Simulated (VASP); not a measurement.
# HgTe (rocksalt type) (Fm-3m) in VASP: a series of runs, part 2 of 2

VASP 6.6.1. Earlier steps stand in the parts before.

**5. Single point, PBE (18.56 Å³/atom)**

This run uses another cell than the first one, of 18.56 Å³/atom.

File INCAR:

```
PREC = Accurate ; ENCUT = 520
EDIFF = 1E-6 ; ISMEAR = -1
SIGMA = 0.1 ; LREAL = F
LASPH = T ; NELM = 100
ALGO = Normal ; ISIF = 2
LWAVE = F ; LCHARG = F
GGA = PE ; NBANDS = 16
```

File KPOINTS:

```
Automatic mesh
0
Gamma
  12 12 12
```

File POSCAR:

```
HgTe
1.0
    0.0000000000      2.6475691194      2.6475691194
    2.6475691194      0.0000000000      2.6475691194
    2.6475691194      2.6475691194      0.0000000000
Hg Te
1 1
Direct
    0.0000000000      0.0000000000      0.0000000000
    0.5000000000      0.5000000000      0.5000000000
```

Potentials or basis: VASP PAW PBE potentials, release 64 (Hg, Te).

On the command line:

```
$ cat potpaw_PBE.64/Hg/POTCAR potpaw_PBE.64/Te/POTCAR > POTCAR
$ mpirun -np 1 vasp_std > vasp.out
```

OUTCAR:

```text
PREC = Accurate
   ENCUT = 520
   EDIFF = 1E-6
   ISMEAR = -1
   LREAL = F
   LASPH = T
   NELM = 100
   ISIF = 2
   GGA = PE

 ion  position               nearest neighbor table
   1  0.000  0.000  0.000-   2 2.65   2 2.65   2 2.65   2 2.65   2 2.65   2 2.65
   2  0.500  0.500  0.500-   1 2.65   1 2.65   1 2.65   1 2.65   1 2.65   1 2.65

  LATTYP: Found a face centered cubic cell.
 ALAT       =     5.2951382388

  Lattice vectors:

 A1 = (   0.0000000000,   2.6475691194,   2.6475691194)
[... 640 lines left out ...]

------------------------ aborting loop because EDIFF is reached ----------------------------------------

  FORCE on cell =-STRESS in cart. coord.  units (eV):
  Direction    XX          YY          ZZ          XY          YZ          ZX
  --------------------------------------------------------------------------------------
  -------------------------------------------------------------------------------------
  Total       15.8981026     15.8981026     15.8981026      0.0000000     -0.0000000      0.0000000
  in kB      686.2525322    686.2525322    686.2525322      0.0000000     -0.0000000      0.0000000
  external PRESSURE =     686.2525322 kB  Pullay stress =       0.0000000 kB

 VOLUME and BASIS-vectors are now :
 -----------------------------------------------------------------------------
  energy-cutoff  :      520.00
  volume of cell :       37.12
      direct lattice vectors                 reciprocal lattice vectors
     0.000000000  2.647569119  2.647569119    -0.188852482  0.188852482  0.188852482
     2.647569119  0.000000000  2.647569119     0.188852482 -0.188852482  0.188852482
     2.647569119  2.647569119  0.000000000     0.188852482  0.188852482 -0.188852482

 POSITION                                       TOTAL-FORCE (eV/Angst)
 -----------------------------------------------------------------------------------
      0.00000      0.00000      0.00000         0.000000     -0.000000     -0.000000
      2.64757      2.64757      2.64757        -0.000000      0.000000      0.000000
 -----------------------------------------------------------------------------------
    total drift:                               -0.000000      0.000000      0.000000

  FREE ENERGIE OF THE ION-ELECTRON SYSTEM (eV)
  ---------------------------------------------------
  free  energy   TOTEN  =        -0.5279283366 eV

  energy  without entropy=       -0.5008637606  energy(sigma->0) =       -0.51439605
```

OSZICAR:

```text
N       E                     dE             d eps       ncg     rms          rms(c)
DAV:   1     0.113969540926E+03    0.11397E+03   -0.89943E+03  2384   0.106E+03
DAV:   2     0.205549350305E+01   -0.11191E+03   -0.10552E+03  2720   0.254E+02
DAV:   3    -0.840659432006E+00   -0.28962E+01   -0.28886E+01  2952   0.414E+01
DAV:   4    -0.855313863094E+00   -0.14654E-01   -0.14654E-01  2792   0.310E+00
DAV:   5    -0.855495878280E+00   -0.18202E-03   -0.18201E-03  2936   0.334E-01    0.211E+01
DAV:   6    -0.558523182518E+00    0.29697E+00   -0.48114E-01  2864   0.107E+01    0.142E+01
DAV:   7    -0.531736806187E+00    0.26786E-01   -0.15288E-01  2848   0.317E+00    0.228E+00
DAV:   8    -0.528104211514E+00    0.36326E-02   -0.22888E-02  2568   0.200E+00    0.109E+00
DAV:   9    -0.527923479154E+00    0.18073E-03   -0.18119E-03  2832   0.355E-01    0.745E-02
DAV:  10    -0.527927344653E+00   -0.38655E-05   -0.51239E-05  2848   0.810E-02    0.249E-02
DAV:  11    -0.527928336584E+00   -0.99193E-06   -0.45411E-06  2720   0.175E-02
   1 F= -.52792834E+00 E0= -.51439605E+00  d E =-.270646E-01
```

Wall time 50 s (1 thread of Intel Xeon 8259CL, shared host); peak memory 0.19 GiB.

What came out:

| Item | Value |
| --- | --- |
| Free energy | -0.5279 eV |
| Pressure | 68.6 GPa |
| Band gap on the k mesh | zero (bands 9 and 10 overlap by 4.03 eV) |

Caveat: the cell stands under pressure; spin-orbit coupling is left out, which moves the levels of the heavy elements.

**6. Single point, PBE (20.88 Å³/atom)**

This run uses another cell than the first one, of 20.88 Å³/atom.

File INCAR:

```
PREC = Accurate ; ENCUT = 520
EDIFF = 1E-6 ; ISMEAR = -1
SIGMA = 0.1 ; LREAL = False
LASPH = True ; NELM = 80
ALGO = Normal ; ISIF = 2
LWAVE = False ; LCHARG = True
GGA = PE ; LELF = True
LVHAR = True ; NBANDS = 16
```

File KPOINTS:

```
regular mesh
0
Gamma
  12 12 12
```

File POSCAR:

```
HgTe
1.0
    0.0000000000      2.7535828479      2.7535828479
    2.7535828479      0.0000000000      2.7535828479
    2.7535828479      2.7535828479      0.0000000000
Hg Te
1 1
Direct
    0.0000000000      0.0000000000      0.0000000000
    0.5000000000      0.5000000000      0.5000000000
```

Potentials or basis: VASP PAW PBE potentials, release 64 (Hg, Te).

On the command line:

```
$ cat potpaw_PBE.64/Hg/POTCAR potpaw_PBE.64/Te/POTCAR > POTCAR
$ mpirun -np 1 vasp_std > vasp.out
```

Wall time 67 s (1 thread of Intel Xeon 8259CL, shared host); peak memory 0.2 GiB.

It converged, with:

```yaml
Free_energy: -2.0163 eV
Pressure: 37.1 GPa
Band_gap_on_the_k_mesh: zero (bands 9 and 10 overlap by 3.80 eV)
```

Levels at points of the mesh, in eV from the Fermi level:
```csv
k point,band 7,band 8,band 9,band 10,band 11,band 12
"(0.00, 0.00, 0.00)",-1.24,-1.24,-1.24,0.80,7.12,7.86
"(0.50, 0.00, 0.00)",-6.92,0.71,0.71,2.18,3.41,3.41
"(0.50, 0.50, 0.00)",-6.35,-3.73,-3.73,-3.08,4.38,10.95
```

Caveat: the cell stands under pressure; spin-orbit coupling is left out, which moves the levels of the heavy elements.

**7. The runs side by side**

| cell | gap on the mesh (eV) | pressure (GPa) |
| --- | --- | --- |
| a = 3.560 Å, angles 60.0°, 2 atoms | none | 136.4 |
| a = 3.744 Å, angles 60.0°, 2 atoms | none | 68.6 |
| a = 3.894 Å, angles 60.0°, 2 atoms | none | 37.1 |

Alike in all rows: task single point; level PBE; potentials or basis VASP PAW PBE potentials, release 64 (Hg, Te); no spin polarisation; k mesh 12 × 12 × 12; cutoff (eV) 520; smearing fermi-dirac 0.1 eV.

Caveats: the cell stands under pressure; spin-orbit coupling is left out, which moves the levels of the heavy elements.

Absolute energies hang on the potentials; compare differences alone.
